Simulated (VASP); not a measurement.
K: density of states with PBE

The system is K.

```
K
1.0
    -2.69124    2.69124    2.69124
     2.69124   -2.69124    2.69124
     2.69124    2.69124   -2.69124
K
1
Cartesian
  0.0000 0.0000 0.0000
```

```
Program                 : VASP 6.6.1
Task                    : density of states
Functional              : PBE
Potentials or basis     : VASP PAW PBE potentials, release 64 (K_sv)
Cutoff                  : 520 eV
k mesh                  : 9 × 9 × 9
Occupations             : fermi-dirac, width 0.1 eV
Spin                    : no spin polarisation
Dipole correction       : no
k mesh for the DOS      : 14 × 14 × 14
Occupations for the DOS : tetrahedron
Further INCAR settings  : ALGO = Normal; EDIFF = 1e-07
```

```yaml
Valence_electrons_inside_the_program's_atomic_spheres: K 7.54
```

Levels at points of the mesh, in eV from the Fermi level:
| k point | band 2 | band 3 | band 4 | band 5 | band 6 | band 7 | band 8 |
| --- | --- | --- | --- | --- | --- | --- | --- |
| (0.00, 0.00, 0.00) | -15.65 | -15.65 | -15.65 | -2.10 | 4.21 | 4.21 | 4.21 |
| (0.50, 0.00, 0.00) | -15.71 | -15.67 | -15.65 | 0.42 | 0.63 | 3.11 | 4.71 |
| (0.50, 0.50, 0.50) | -15.69 | -15.69 | -15.69 | 1.67 | 1.67 | 3.30 | 3.30 |

Wall time 22 s on 1 thread of Intel(R) Xeon(R) 6975P-C (Granite Rapids), with other jobs on the host, peak memory 0.23 GiB.
